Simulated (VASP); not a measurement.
# W (Fd-3m) in VASP: further runs

The runs below take W through single point, with PBEsol.

All numbers are computed with VASP 6.6.1; they aren't measurements. Logs are shortened: lines on timing, memory, paths and dates and some standing lists are left out, and cuts for length are marked.

### Step 1. The cell of the first run

Symmetry: Fd-3m, No. 227, cubic system. Conventional cell: a = 4.630 Å, b = 4.630 Å, c = 4.630 Å, α = 90.00°, β = 90.00°, γ = 90.00°. W (site symmetry -43m) has 4 W at 2.00 Å within 2.7 Å.

### Step 2. Single point, PBEsol (volume scaled by 0.52)

INCAR reads:

```
PREC = Accurate ; ENCUT = 520
EDIFF = 1E-6 ; ISMEAR = -1
SIGMA = 0.1 ; LREAL = F
LASPH = T ; NELM = 100
ALGO = Normal ; ISIF = 2
LWAVE = F ; LCHARG = F
GGA = PS ; NBANDS = 21
```

KPOINTS reads:

```
Automatic mesh
0
Gamma
  14 14 14
```

POSCAR reads:

```
W
1.0
    0.0000000000      2.3150996654      2.3150996654
    2.3150996654      0.0000000000      2.3150996654
    2.3150996654      2.3150996654      0.0000000000
W
2
Direct
   -0.1250000000     -0.1250000000     -0.1250000000
    0.1250000000      0.1250000000      0.1250000000
```

Potentials or basis: VASP PAW PBE potentials, release 64 (W_sv).

On the command line:

```console
$ cat potpaw_PBE.64/W_sv/POTCAR > POTCAR
$ mpirun -np 1 vasp_std > vasp.out
```

OUTCAR:

```text
PREC = Accurate
   ENCUT = 520
   EDIFF = 1E-6
   ISMEAR = -1
   LREAL = F
   LASPH = T
   NELM = 100
   ISIF = 2
   GGA = PS

 ion  position               nearest neighbor table
   1  0.875  0.875  0.875-   2 2.00   2 2.00   2 2.00   2 2.00
   2  0.125  0.125  0.125-   1 2.00   1 2.00   1 2.00   1 2.00

  LATTYP: Found a face centered cubic cell.
 ALAT       =     4.6301993308

  Lattice vectors:

 A1 = (   0.0000000000,   2.3150996654,   2.3150996654)
 A2 = (   2.3150996654,   0.0000000000,   2.3150996654)
 A3 = (   2.3150996654,   2.3150996654,   0.0000000000)

Analysis of symmetry for initial positions (statically):
=====================================================================
 Subroutine PRICEL returns:
 Original cell was already a primitive cell.

 Routine SETGRP: Setting up the symmetry group for a
 face centered cubic supercell.

 Subroutine GETGRP returns: Found 48 space group operations
 (whereof 12 operations were pure point group operations)
 out of a pool of 48 trial point group operations.

The static configuration has the point symmetry D_3d.
 The point group associated with its full space group is O_h .

Analysis of symmetry for dynamics (positions and initial velocities):
=====================================================================
 Subroutine PRICEL returns:
 Original cell was already a primitive cell.

 Routine SETGRP: Setting up the symmetry group for a
 face centered cubic supercell.

 Subroutine GETGRP returns: Found 48 space group operations
 (whereof 12 operations were pure point group operations)
 out of a pool of 48 trial point group operations.

The dynamic configuration has the point symmetry D_3d.
 The point group associated with its full space group is O_h .

 Subroutine INISYM returns: Found 48 space group operations
 (whereof 12 operations are pure point group operations),
 and found     1 'primitive' translations

----------------------------------------------------------------------------------------

                                     Primitive cell

  volume of cell :      24.8164

  direct lattice vectors                    reciprocal lattice vectors
     0.000000000  2.315099665  2.315099665    -0.215973423  0.215973423  0.215973423
     2.315099665  0.000000000  2.315099665     0.215973423 -0.215973423  0.215973423
     2.315099665  2.315099665  0.000000000     0.215973423  0.215973423 -0.215973423

  length of vectors
     3.274045345  3.274045345  3.274045345     0.374076942  0.374076942  0.374076942

  position of ions in fractional coordinates (direct lattice)
     0.875000000  0.875000000  0.875000000
     0.125000000  0.125000000  0.125000000

  ion indices of the primitive-cell ions
   primitive index   ion index
                 1           1
                 2           2

----------------------------------------------------------------------------------------

 KPOINTS: Automatic mesh

Automatic generation of k-mesh.
 Grid dimensions read from file:
 generate k-points for:   14   14   14

 Generating k-lattice:

  Cartesian coordinates                     Fractional coordinates (reciprocal lattice)
    -0.015426673  0.015426673  0.015426673     0.071428571  0.000000000  0.000000000
     0.015426673 -0.015426673  0.015426673     0.000000000  0.071428571  0.000000000
     0.015426673  0.015426673 -0.015426673     0.000000000  0.000000000  0.071428571

  Length of vectors
     0.026719782  0.026719782  0.026719782

  Shift w.r.t. Gamma in fractional coordinates (k-lattice)
     0.000000000  0.000000000  0.000000000

 Subroutine IBZKPT returns following result:
 ===========================================

 Found    104 irreducible k-points:

 Following reciprocal coordinates:
            Coordinates               Weight
  0.000000  0.000000  0.000000      1.000000
  0.071429  0.000000  0.000000      8.000000
  0.142857  0.000000  0.000000      8.000000
  0.214286  0.000000  0.000000      8.000000
  0.285714  0.000000  0.000000      8.000000
  0.357143  0.000000  0.000000      8.000000
[... 16 lines left out ...]
  0.214286  0.142857  0.000000     24.000000
  0.285714  0.142857  0.000000     24.000000
 [... further k-points ...]
   k-points           NKPTS =    104   k-points in BZ     NKDIM =    104   number of bands    NBANDS=     21
   number of dos      NEDOS =    301   number of ions     NIONS =      2
   total plane-waves  NPLWV =  13824
   dimension x,y,z NGX =    24 NGY =   24 NGZ =   24
   dimension x,y,z NGXF=    48 NGYF=   48 NGZF=   48
   ions per type =               2
   NGX,Y,Z   is equivalent  to a cutoff of  12.19, 12.19, 12.19 a.u.
   NGXF,Y,Z  is equivalent  to a cutoff of  24.37, 24.37, 24.37 a.u.
 SYSTEM =  unknown system
   PREC   = accura    normal or accurate (medium, high low for compatibility)
   ISTART =      0    job   : 0-new  1-cont  2-samecut
   ICHARG =      2    charge: 1-file 2-atom 10-const
   ISPIN  =      1    spin polarized calculation?
   LNONCOLLINEAR =      F non collinear calculations
   LSORBIT =      F    spin-orbit coupling
   LASPH  =      T    aspherical Exc in radial PAW
   ENCUT  =  520.0 eV  38.22 Ry    6.18 a.u.   6.09  6.09  6.09*2*pi/ulx,y,z
   NELM   =    100;   NELMIN=  2; NELMDL= -5     # of ELM steps
   EDIFF  = 0.1E-05   stopping-criterion for ELM
   LREAL  =      F    real-space projection
   EDIFFG = 0.1E-04   stopping-criterion for IOM
   NSW    =      0    number of steps for IOM
   IBRION =     -1    ionic relax: 0-MD 1-quasi-New 2-CG
   NFREE  =      0    steps in history (QN), initial steepest desc. (CG)
   ISIF   =      2    stress and relaxation
   ISYM   =      2    0-nonsym 1-usesym 2-fastsym
   POTIM  = 0.5000    time-step for ionic-motion
   TEBEG  =    0.0;   TEEND  =   0.0 temperature during run
   PSTRESS=    0.0 pullay stress
   NELECT =      28.0000    total number of electrons
   NUPDOWN=      -1.0000    fix difference up-down
   EMIN   =  10.00;   EMAX   =-10.00  energy-range for DOS
   EFERMI =   0.00;   METHOD = LEGACY
   ISMEAR =    -1;   SIGMA  =   0.10  broadening in eV -4-tet -1-fermi 0-gaus
   EFERMI_NEDOS =   21; number of points for ismear=-14 and -15
   IALGO  =     38    algorithm
   IMIX   =      4    mixing-type and parameters
     AMIX     =   0.40;   BMIX     =  1.00
     AMIX_MAG =   1.60;   BMIX_MAG =  1.00
  volume/ion in A,a.u.               =      12.41        83.73
  Fermi-wavevector in a.u.,A,eV,Ry     =   1.704307  3.220673 39.520329  2.904662
  Thomas-Fermi vector in A             =   2.783734
   LORBIT       =      0    0 simple, 1 ext, 2 COOP (PROOUT), +10 PAW based schemes
   GGA     = PS    functional components
   LHFCALC =     F    Hartree Fock is set to
   AEXX    =    0.0000 exact exchange contribution
   IVDW    =     0    specifies the selected vdW correction
   LEPSILON=     F    determine dielectric tensor
   LRPA    =     F    only Hartree local field effects (RPA)
 non-spin polarized calculation
  energy-cutoff  :      520.00
  volume of cell :       24.82
 maximum number of plane-waves:       692
   NGX = 13   NGY = 13   NGZ = 13

 number of electron      28.0000006 magnetization

 Free energy of the ion-electron system (eV)
  ---------------------------------------------------
  ext. energy  EPLUGINS =         0.00000000
  ---------------------------------------------------
  free energy    TOTEN  =        -8.36205550 eV

  energy without entropy =       -8.33065587  energy(sigma->0) =       -8.34635569

 E-fermi :  14.6313     XC(G=0): -14.7075

 val. band max:       14.6276349583   @ k =   0.4286   0.1429   0.0714
 cond. band min:      14.6355662474   @ k =  -0.3571   0.4286   0.0714
 fundamental gap:      0.0079312891
 Fermi energy:        14.6313149713

 k-point     1 :       0.0000    0.0000    0.0000
  band No.  band energies     occupation
      1     -60.6695      2.00000
      2     -57.3782      2.00000
      3     -26.2750      2.00000
      4     -26.2750      2.00000
      5     -26.2750      2.00000
      6     -21.9230      2.00000
[... 13 lines left out ...]
     20      26.4913      0.00000
     21      29.3945      0.00000

 k-point     2 :       0.0714    0.0000    0.0000
  band No.  band energies     occupation
      1     -60.6423      2.00000
      2     -57.4138      2.00000
      3     -26.3082      2.00000
      4     -26.3082      2.00000
      5     -26.2754      2.00000
      6     -21.9007      2.00000
[... 13 lines left out ...]
     20      26.3617      0.00000
     21      29.4465      0.00000

 k-point     3 :       0.1429    0.0000    0.0000
  band No.  band energies     occupation
      1     -60.5626      2.00000
      2     -57.5167      2.00000
      3     -26.3975      2.00000
      4     -26.3975      2.00000
      5     -26.2795      2.00000
      6     -21.8333      2.00000
[... 13 lines left out ...]
     20      26.4497      0.00000
     21      29.6472      0.00000

 k-point     4 :       0.2143    0.0000    0.0000
  band No.  band energies     occupation
      1     -60.4375      2.00000
      2     -57.6753      2.00000
      3     -26.5189      2.00000
      4     -26.5189      2.00000
      5     -26.2924      2.00000
      6     -21.7229      2.00000
[... 13 lines left out ...]
     20      26.8409      0.00000
     21      30.0691      0.00000

 k-point     5 :       0.2857    0.0000    0.0000
  band No.  band energies     occupation
      1     -60.2802      2.00000
      2     -57.8695      2.00000
      3     -26.6444      2.00000
      4     -26.6444      2.00000
      5     -26.3158      2.00000
      6     -21.5830      2.00000
[... 13 lines left out ...]
     20      27.1796      0.00000
     21      29.4478      0.00000

 k-point     6 :       0.3571    0.0000    0.0000
  band No.  band energies     occupation
      1     -60.1139      2.00000
      2     -58.0688      2.00000
      3     -26.7505      2.00000
      4     -26.7505      2.00000
      5     -26.3443      2.00000
      6     -21.4418      2.00000
[... 13 lines left out ...]
     20      25.6801      0.00000
     21      28.1723      0.00000

 k-point     7 :       0.4286    0.0000    0.0000
  band No.  band energies     occupation
      1     -59.9775      2.00000
      2     -58.2280      2.00000
      3     -26.8205      2.00000
      4     -26.8205      2.00000
      5     -26.3676      2.00000
      6     -21.3361      2.00000
[... 13 lines left out ...]
     20      23.1534      0.00000
     21      28.3280      0.00000
[... 291 lines left out ...]
      1     -60.5020      2.00000
      2     -57.5941      2.00000
      3     -26.5788      2.00000
      4     -26.4138      2.00000
      5     -26.1980      2.00000
      6     -21.8849      2.00000
[... 13 lines left out ...]
     20      26.7629      0.00000
     21      29.5341      0.00000

 k-point    21 :      -0.0714    0.0714    0.0000
  band No.  band energies     occupation
      1     -60.5974      2.00000
      2     -57.4720      2.00000
      3     -26.4249      2.00000
      4     -26.3316      2.00000
      5     -26.2371      2.00000
      6     -21.9128      2.00000
[... 13 lines left out ...]
     20      26.3701      0.00000
     21      29.3734      0.00000

 k-point    22 :       0.1429    0.1429    0.0000
  band No.  band energies     occupation
      1     -60.5249      2.00000
      2     -57.5649      2.00000
      3     -26.5471      2.00000
      4     -26.5471      2.00000
      5     -26.0177      2.00000
      6     -22.1486      2.00000
[... 13 lines left out ...]
     20      25.9549      0.00000
     21      30.2352      0.00000

 k-point    23 :       0.2143    0.1429    0.0000
  band No.  band energies     occupation
      1     -60.4293      2.00000
      2     -57.6854      2.00000
      3     -26.6787      2.00000
      4     -26.6728      2.00000
      5     -25.9071      2.00000
      6     -22.2213      2.00000
[... 13 lines left out ...]
     20      26.2053      0.00000
     21      30.3311      0.00000

 k-point    24 :       0.2857    0.1429    0.0000
  band No.  band energies     occupation
      1     -60.2921      2.00000
      2     -57.8549      2.00000
      3     -26.8348      2.00000
      4     -26.7962      2.00000
      5     -25.8205      2.00000
      6     -22.2293      2.00000
[... 13 lines left out ...]
     20      27.0380      0.00000
     21      30.2904      0.00000

 [... further k-points ...]
[... 5 lines left out ...]
  --------------------------------------------------------------------------------------
  -------------------------------------------------------------------------------------
  Total       51.6697485     51.6697485     51.6697485      0.0000000      0.0000000      0.0000000
  in kB     3335.8603194   3335.8603194   3335.8603194      0.0000000      0.0000000      0.0000000
  external PRESSURE =    3335.8603194 kB  Pullay stress =       0.0000000 kB

 VOLUME and BASIS-vectors are now :
 -----------------------------------------------------------------------------
  energy-cutoff  :      520.00
  volume of cell :       24.82
      direct lattice vectors                 reciprocal lattice vectors
     0.000000000  2.315099665  2.315099665    -0.215973423  0.215973423  0.215973423
     2.315099665  0.000000000  2.315099665     0.215973423 -0.215973423  0.215973423
     2.315099665  2.315099665  0.000000000     0.215973423  0.215973423 -0.215973423

 POSITION                                       TOTAL-FORCE (eV/Angst)
 -----------------------------------------------------------------------------------
      4.05142      4.05142      4.05142         0.000000     -0.000000      0.000000
      0.57877      0.57877      0.57877        -0.000000      0.000000     -0.000000
 -----------------------------------------------------------------------------------
    total drift:                                0.000000      0.000000      0.000000

  FREE ENERGIE OF THE ION-ELECTRON SYSTEM (eV)
  ---------------------------------------------------
  free  energy   TOTEN  =        -8.3620555031 eV

  energy  without entropy=       -8.3306558715  energy(sigma->0) =       -8.34635569
```

It took 30 s on 1 thread of Intel Xeon Platinum 8259CL at 2.50GHz (Skylake/Cascade Lake), shared host; peak memory 0.17 GiB.

Results:

| Property | Result |
| --- | --- |
| Free energy | -8.3621 eV |
| Pressure | 333.6 GPa |
| Band gap on the k mesh | zero (band 14 reaches 15.05 eV, above the bottom of band 15 at 13.54 eV) |

Caveat: the PAW data sets were made with another functional, which shifts forces and pressure a little; spin-orbit coupling is left out, which moves the levels of the heavy elements.

### Step 3. Single point, PBEsol (volume scaled by 0.6)

INCAR reads:

```
SYSTEM = W
ALGO = Normal
EDIFF = 1E-6
ENCUT = 520
GGA = PS
ISIF = 2
ISMEAR = -1
LASPH = .True.
LCHARG = .False.
LREAL = .False.
LWAVE = .False.
NBANDS = 21
NELM = 80
PREC = Accurate
SIGMA = 0.1
```

KPOINTS reads:

```
k-points
0
Gamma
  14 14 14
  0 0 0
```

POSCAR reads:

```
W
1.0
    0.0000000000      2.4282067449      2.4282067449
    2.4282067449      0.0000000000      2.4282067449
    2.4282067449      2.4282067449      0.0000000000
W
2
Direct
   -0.1250000000     -0.1250000000     -0.1250000000
    0.1250000000      0.1250000000      0.1250000000
```

Potentials or basis: VASP PAW PBE potentials, release 64 (W_sv).

On the command line:

```console
$ cat potpaw_PBE.64/W_sv/POTCAR > POTCAR
$ mpirun -np 1 vasp_std > vasp.out
```

Wall time 62 s (1 thread of Intel Xeon Platinum 8259CL at 2.50GHz (Skylake/Cascade Lake), shared host); peak memory 0.18 GiB.

Results (log left out):

- Free energy: -14.4996 eV
- Pressure: 194.2 GPa
- Band gap on the k mesh: zero (band 14 reaches 12.56 eV, above the bottom of band 15 at 11.38 eV)

Levels at points of the mesh, in eV from the Fermi level:
```tsv
k point	band 10	band 11	band 12	band 13	band 14	band 15	band 16	band 17	band 18	band 19
(0.00, 0.00, 0.00)	-5.11	-5.11	-2.10	-2.10	-2.10	2.47	2.47	2.47	9.27	9.27
(0.50, 0.00, 0.00)	-4.57	-4.57	-4.36	-3.20	-3.20	0.80	4.78	4.78	6.74	7.14
(0.50, 0.50, 0.00)	-6.63	-3.16	-3.16	0.15	0.15	0.42	0.42	7.46	7.46	7.48
```

Caveat: the PAW data sets were made with another functional, which shifts forces and pressure a little; spin-orbit coupling is left out, which moves the levels of the heavy elements.

(Continued in part 2 of 2.)
